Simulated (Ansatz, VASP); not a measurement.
One calculation of C, two programs

POSCAR

```
C
1.0
    0.0000000000      1.7801243556      1.7801243556
    1.7801243556      0.0000000000      1.7801243556
    1.7801243556      1.7801243556      0.0000000000
C
2
Direct
    0.0000000000      0.0000000000      0.0000000000
    0.2500000000      0.2500000000      0.2500000000
```

The input INCAR.step1:

```
SYSTEM = C
PREC = Accurate ; ENCUT = 660
ISMEAR = 0 ; SIGMA = 0.01
LREAL = .FALSE. ; LASPH = .TRUE.
NELM = 120 ; NBANDS = 11
GGA = PE ; ALGO = Normal
EDIFF = 1E-5 ; LWAVE = .TRUE.
LCHARG = .FALSE. ; GGA_COMPAT = .FALSE.
```

Contents of INCAR.step2:

```
SYSTEM = C
PREC = Accurate ; ENCUT = 660
EDIFF = 1E-6 ; ISMEAR = 0
SIGMA = 0.01 ; LREAL = .FALSE.
LASPH = .TRUE. ; NELM = 120
ALGO = Normal ; ISIF = 2
LWAVE = .FALSE. ; LCHARG = .FALSE.
METAGGA = R2SCAN ; LMIXTAU = .TRUE.
NBANDS = 11 ; ISTART = 1
GGA_COMPAT = .FALSE.
```

KPOINTS

```
Automatic mesh
0
G
  12 12 12
  0 0 0
```

Input for Ansatz:

```yaml
crystal:
  lattice:
    - [0.0, 1.7801243556, 1.7801243556]
    - [1.7801243556, 0.0, 1.7801243556]
    - [1.7801243556, 1.7801243556, 0.0]
  atoms:
    - { symbol: C, position: [0.0, 0.0, 0.0] }
    - { symbol: C, position: [0.25, 0.25, 0.25] }
kpoints:
  mp_grid: { grid: [12, 12, 12] }
  band_path:
    path:
      - [0.0, 0.0, 0.0]
      - [0.5, 0.0, 0.5]
      - [0.625, 0.25, 0.625]
      - [0.375, 0.375, 0.75]
      - [0.5, 0.5, 0.5]
      - [0.5, 0.25, 0.75]
      - [0.0, 0.363281, 0.363281]
    npoints: 1
hamiltonian:
  xc: r2scan
scf:
  occupations: { method: fixed }
  n_extra_bands: 4
output:
  forces: true
  stress: true
  eigenvalues: true
```

Alike in both runs: task single point; functional r2SCAN; k mesh 12 × 12 × 12; no spin polarisation.

|  | VASP | Ansatz |
| --- | --- | --- |
| version | VASP 6.6.1 | Ansatz 0.2.0 |
| potentials or method | VASP PAW PBE potentials, release 64 (C) | plane waves, PAW |
| plane-wave cutoff (eV) | 660 | 500 |
| occupations | gaussian, width 0.01 eV | fixed |
| valence electrons in the cell | 8 | 8 |

|  | VASP | Ansatz | Ansatz less VASP |
| --- | --- | --- | --- |
| gap on the k mesh at the Fermi level (eV) | 4.36 | 4.39 | +0.029 |
| pressure (GPa) | 0.1 | 0.0 | -0.13 |

VASP's potentials were made for PBE, not for r2SCAN.
